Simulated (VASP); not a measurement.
Hf4AgPd:

```
CELL_PARAMETERS angstrom
3.23493 0.00000 0.00000
0.00000 3.23493 0.00000
0.00000 0.00000 11.31383
ATOMIC_POSITIONS crystal
Hf 0.50000 0.50000 0.17034
Hf 0.00000 0.00000 0.65261
Hf 0.00000 0.00000 0.34739
Hf 0.50000 0.50000 0.82966
Ag 0.00000 0.00000 0.00000
Pd 0.50000 0.50000 0.50000
```

| Item | Value |
| --- | --- |
| Program | VASP 6.6.1 |
| Task | relaxation of cell and atoms |
| Functional | LDA |
| Potentials or basis | VASP PAW LDA potentials, release 64 (Hf_pv, Ag, Pd) |
| Cutoff | 600 eV |
| k mesh | 6 × 6 × 2 |
| Occupations | methfessel-paxton, width 0.1 eV |
| Spin | no spin polarisation |

At the start: pressure -6.4 GPa; volume 19.73 Å³/atom.

How do energy, volume and symmetry change on relaxing?

Over 9 steps the energy falls by 19.5 meV/atom and the volume is 18.79 Å³/atom (-4.8 %); space group P4/mmm (No. 123, to 0.05 Å).

Step by step:
```tsv
step	energy change (eV)	largest force (eV/Å)	pressure (GPa)	volume (Å³)
1	0.0000	0.1620	-6.37	118.40
2	0.1278	0.1580	11.31	105.45
3	-0.1166	0.0560	-0.12	112.88
4	-0.1167	0.0535	0.02	112.77
5	-0.1169	0.0228	0.04	112.78
6	-0.1170	0.0224	0.03	112.79
7	-0.1171	0.0123	-0.04	112.84
8	-0.1171	0.0078	-0.08	112.87
9	-0.1171	0.0052	0.06	112.75
```

Final structure:
```
Hf Ag Pd
1.0
     3.18775    0.00000    0.00000
     0.00000    3.18775    0.00000
     0.00000    0.00000   11.09530
Hf Ag Pd
4 1 1
Direct
  0.50000 0.50000 0.17056
  0.00000 0.00000 0.65189
  0.00000 0.00000 0.34811
  0.50000 0.50000 0.82944
  0.00000 0.00000 0.00000
  0.50000 0.50000 0.50000
```
